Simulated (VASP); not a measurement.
# SiO2 in VASP: single point with PBEsol

Aim: the single point of SiO2 with PBEsol.

Everything below comes from runs of VASP 6.6.1. Logs are shortened: lines on timing, memory, paths and dates and some standing lists are left out, and cuts for length are marked.

**1. The cell of the first run**

The cell holds a slab with vacuum, 24 atoms: a = 5.123 Å, b = 5.123 Å, c = 28.564 Å, α = 90.00°, β = 90.00°, γ = 87.87°.

**2. Single point, PBEsol**

Contents of INCAR:

```
  ALGO = Normal
  DIPOL = 0.5 0.5 0.500
  EDIFF = 1E-6
  ENCUT = 520
  GGA = PS
  IDIPOL = 3
  ISIF = 2
  ISMEAR = 0
  LASPH = T
  LCHARG = F
  LDIPOL = T
  LREAL = Auto
  LWAVE = F
  NBANDS = 82
  NELM = 60
  PREC = Accurate
  SIGMA = 0.05
```

Contents of KPOINTS:

```
k-points
0
Gamma
  5 5 1
```

Contents of POSCAR:

```
SiO2
1.0
    5.1230512090      0.0000000000      0.0000000000
    0.1908146745      5.1194964059      0.0000000000
    0.0000000000      0.0000000000     28.5636664587
O Si
16 8
Direct
    0.7960056301      0.9539943699      0.2625713338
    0.4539943699      0.2960056301      0.3018913308
    0.4539943699      0.7960056301      0.3247909531
    0.7960056301      0.4539943699      0.3641109501
    0.2960056301      0.4539943699      0.3870105725
    0.9539943699      0.7960056301      0.4263305695
    0.9539943699      0.2960056301      0.4492301918
    0.2960056301      0.9539943699      0.4885501888
    0.7960056301      0.9539943699      0.5114498112
    0.4539943699      0.2960056301      0.5507698082
    0.4539943699      0.7960056301      0.5736694305
    0.7960056301      0.4539943699      0.6129894275
    0.2960056301      0.4539943699      0.6358890499
    0.9539943699      0.7960056301      0.6752090469
    0.9539943699      0.2960056301      0.6981086692
    0.2960056301      0.9539943699      0.7374286662
    0.5000000000      0.0000000000      0.2822313323
    0.5000000000      0.5000000000      0.3444509516
    0.0000000000      0.5000000000      0.4066705710
    0.0000000000      0.0000000000      0.4688901903
    0.5000000000      0.0000000000      0.5311098097
    0.5000000000      0.5000000000      0.5933294290
    0.0000000000      0.5000000000      0.6555490484
    0.0000000000      0.0000000000      0.7177686677
```

Potentials or basis: VASP PAW PBE potentials, release 64 (O, Si).

Command:

```console
cat potpaw_PBE.64/O/POTCAR potpaw_PBE.64/Si/POTCAR > POTCAR
mpirun -np 1 vasp_std > vasp.out
```

OUTCAR:

```text
EDIFF = 1E-6
   ENCUT = 520
   GGA = PS
   ISIF = 2
   ISMEAR = 0
   LASPH = T
   LREAL = Auto
   NELM = 60
   PREC = Accurate

 ion  position               nearest neighbor table
   1  0.796  0.954  0.263-  17 1.63
   2  0.454  0.296  0.302-  18 1.63  17 1.63
   3  0.454  0.796  0.325-  17 1.63  18 1.63
   4  0.796  0.454  0.364-  18 1.63  19 1.63
   5  0.296  0.454  0.387-  19 1.63  18 1.63
   6  0.954  0.796  0.426-  20 1.63  19 1.63
   7  0.954  0.296  0.449-  19 1.63  20 1.63
   8  0.296  0.954  0.489-  20 1.63  21 1.63
   9  0.796  0.954  0.511-  21 1.63  20 1.63
  10  0.454  0.296  0.551-  22 1.63  21 1.63
  11  0.454  0.796  0.574-  21 1.63  22 1.63
  12  0.796  0.454  0.613-  22 1.63  23 1.63
  13  0.296  0.454  0.636-  23 1.63  22 1.63
  14  0.954  0.796  0.675-  24 1.63  23 1.63
  15  0.954  0.296  0.698-  23 1.63  24 1.63
  16  0.296  0.954  0.737-  24 1.63
  17  0.500  0.000  0.282-   3 1.63   2 1.63   1 1.63  18 3.12  18 3.12
  18  0.500  0.500  0.344-   2 1.63   3 1.63   4 1.63   5 1.63  17 3.12  17 3.12  19 3.12  19 3.12

  19  0.000  0.500  0.407-   7 1.63   6 1.63   5 1.63   4 1.63  20 3.12  20 3.12  18 3.12  18 3.12

  20  0.000  0.000  0.469-   6 1.63   7 1.63   8 1.63   9 1.63  19 3.12  19 3.12  21 3.12  21 3.12

  21  0.500  0.000  0.531-  11 1.63  10 1.63   9 1.63   8 1.63  22 3.12  22 3.12  20 3.12  20 3.12

  22  0.500  0.500  0.593-  10 1.63  11 1.63  12 1.63  13 1.63  21 3.12  21 3.12  23 3.12  23 3.12

  23  0.000  0.500  0.656-  15 1.63  14 1.63  13 1.63  12 1.63  24 3.12  24 3.12  22 3.12  22 3.12

  24  0.000  0.000  0.718-  14 1.63  15 1.63  16 1.63  23 3.12  23 3.12

  LATTYP: Found a base centered orthorhombic cell.
 ALAT       =     7.1088818166
 B/A-ratio  =     1.0379665229
 C/A-ratio  =     4.0180252247

  Lattice vectors:

 A1 = (  -0.1908146745,  -5.1194964059,   0.0000000000)
 A2 = (   5.1230512090,   0.0000000000,   0.0000000000)
 A3 = (   0.0000000000,   0.0000000000,  28.5636664587)

Analysis of symmetry for initial positions (statically):
=====================================================================
 Subroutine PRICEL returns:
 Original cell was already a primitive cell.

 Routine SETGRP: Setting up the symmetry group for a
 base centered orthorhombic supercell.

 Subroutine GETGRP returns: Found  2 space group operations
 (whereof  1 operations were pure point group operations)
 out of a pool of  8 trial point group operations.

The static configuration has the point symmetry C_1 .
 The point group associated with its full space group is C_1h.

Analysis of symmetry for dynamics (positions and initial velocities):
=====================================================================
 Subroutine PRICEL returns:
 Original cell was already a primitive cell.
[... 157 lines left out ...]
   EFERMI_NEDOS =   21; number of points for ismear=-14 and -15
   IALGO  =     38    algorithm
   IMIX   =      4    mixing-type and parameters
     AMIX     =   0.40;   BMIX     =  1.00
     AMIX_MAG =   1.60;   BMIX_MAG =  1.00
  volume/ion in A,a.u.               =      31.21       210.65
  Fermi-wavevector in a.u.,A,eV,Ry     =   0.908423  1.716671 11.227971  0.825233
  Thomas-Fermi vector in A             =   2.032348
   LORBIT       =      0    0 simple, 1 ext, 2 COOP (PROOUT), +10 PAW based schemes
   GGA     = PS    functional components
   LHFCALC =     F    Hartree Fock is set to
   AEXX    =    0.0000 exact exchange contribution
   IVDW    =     0    specifies the selected vdW correction
   LEPSILON=     F    determine dielectric tensor
   LRPA    =     F    only Hartree local field effects (RPA)
 non-spin polarized calculation
 Gauss-broadening in eV      SIGMA  =   0.05
  energy-cutoff  :      520.00
  volume of cell :      749.15
 maximum number of plane-waves:     20231
 NGX is ok and might be reduce to    40
   NGX = 19   NGY = 19   NGZ =107

 number of electron     127.9999948 magnetization

 dipolmoment           0.000000      0.000000     -0.000000 electrons x Angstroem

 Free energy of the ion-electron system (eV)
  ---------------------------------------------------
  ext. energy  EPLUGINS =         0.00000000
  ---------------------------------------------------
  free energy    TOTEN  =      -188.38199657 eV

  energy without entropy =     -188.38199657  energy(sigma->0) =     -188.38199657

 E-fermi :  -2.8810     XC(G=0):  -4.5118

 val. band max:       -3.1234967515   @ k =   0.4000   0.0000   0.0000
 cond. band min:      -1.9469583068   @ k =   0.0000   0.0000   0.0000
 fundamental gap:      1.1765384447
 Fermi energy:        -2.8810412153

 k-point     1 :       0.0000    0.0000    0.0000
  band No.  band energies     occupation
      1     -23.8398      2.00000
      2     -23.6849      2.00000
      3     -23.4233      2.00000
      4     -23.0699      2.00000
      5     -22.6669      2.00000
      6     -22.2733      2.00000
[... 1016 lines left out ...]
     75       4.5081      0.00000
     76       4.5995      0.00000
 [bands above 76 left out]

------------------------ aborting loop because EDIFF is reached ----------------------------------------

 vacuum level on the upper side and lower side of the slab       (xc-potential included)        -0.098        -0.098

  FORCE on cell =-STRESS in cart. coord.  units (eV):
  Direction    XX          YY          ZZ          XY          YZ          ZX
  --------------------------------------------------------------------------------------
  -------------------------------------------------------------------------------------
  Total      -14.1988723     -3.4382692     -4.0104137      0.6220514      0.0000000      0.0000000
  in kB      -30.3664864     -7.3532710     -8.5768905      1.3303532      0.0000000      0.0000000
  external PRESSURE =     -15.4322160 kB  Pullay stress =       0.0000000 kB

 VOLUME and BASIS-vectors are now :
 -----------------------------------------------------------------------------
  energy-cutoff  :      520.00
  volume of cell :      749.15
      direct lattice vectors                 reciprocal lattice vectors
     5.123051209  0.000000000  0.000000000     0.195196175 -0.007275383  0.000000000
     0.190814675  5.119496406  0.000000000     0.000000000  0.195331712  0.000000000
     0.000000000  0.000000000 28.563666459     0.000000000  0.000000000  0.035009511

 POSITION                                       TOTAL-FORCE (eV/Angst)
 -----------------------------------------------------------------------------------
      4.26001      4.88397      7.50000        -2.934046      0.147261     -0.386270
      2.38232      1.51540      8.62312        -1.022080     -0.230517     -0.344557
      2.47773      4.07515      9.27722        -1.228696      0.072385     -0.184565
      4.16461      2.32422     10.40034        -0.233696      0.110565      0.022153
      1.60308      2.32422     11.05444         0.004648      0.054020     -0.053969
      5.03925      4.07515     12.17756         0.046705     -0.052730      0.082162
[... 16 lines left out ...]
      0.09541      2.55975     18.72488        -0.044982     -0.250558      0.003941
      0.00000      0.00000     20.50210         5.424798      0.139765     -1.181886
 -----------------------------------------------------------------------------------
    total drift:                                0.031084     -0.011274     -0.000000

  FREE ENERGIE OF THE ION-ELECTRON SYSTEM (eV)
  ---------------------------------------------------
  free  energy   TOTEN  =      -188.3819965735 eV

  energy  without entropy=     -188.3819965735  energy(sigma->0) =     -188.38199657

 vacuum level on the upper side and lower side of the slab         3.933         3.933
```

It took 24 min on 1 thread of Intel Xeon Platinum 8488C (Sapphire Rapids), shared host; peak memory 0.95 GiB.

Results:

| Quantity | Value |
| --- | --- |
| Free energy | -188.3820 eV |
| Largest force | 5.554 eV/Å |
| Band gap on the k mesh | 1.18 eV (least direct gap 1.21 eV) |

Forces on the atoms (eV/Å):
```
O   -2.934  0.147 -0.386
O   -1.022 -0.231 -0.345
O   -1.229  0.072 -0.185
O   -0.234  0.111  0.022
O    0.005  0.054 -0.054
O    0.047 -0.053  0.082
O    0.049 -0.048 -0.073
O   -0.043  0.047  0.071
O   -0.043  0.047 -0.071
O    0.049 -0.048  0.073
O    0.047 -0.053 -0.082
O    0.005  0.054  0.054
O   -0.234  0.111 -0.022
O   -1.229  0.072  0.185
O   -1.022 -0.231  0.345
O   -2.934  0.147  0.386
Si   5.425  0.140  1.182
Si  -0.045 -0.251 -0.004
Si  -0.016  0.015 -0.027
Si  -0.002 -0.005 -0.007
Si  -0.002 -0.005  0.007
Si  -0.016  0.015  0.027
Si  -0.045 -0.251  0.004
Si   5.425  0.140 -1.182
```

Levels at points of the mesh, in eV from the valence-band top:
```tsv
k point	band 60	band 61	band 62	band 63	band 64	band 65	band 66	band 67	band 68	band 69
(0.00, 0.00, 0.00)	-1.77	-0.53	-0.53	-0.03	-0.03	1.18	1.18	4.38	5.31	6.34
```

Caveat: the PAW data sets were made with another functional, which shifts forces and pressure a little.
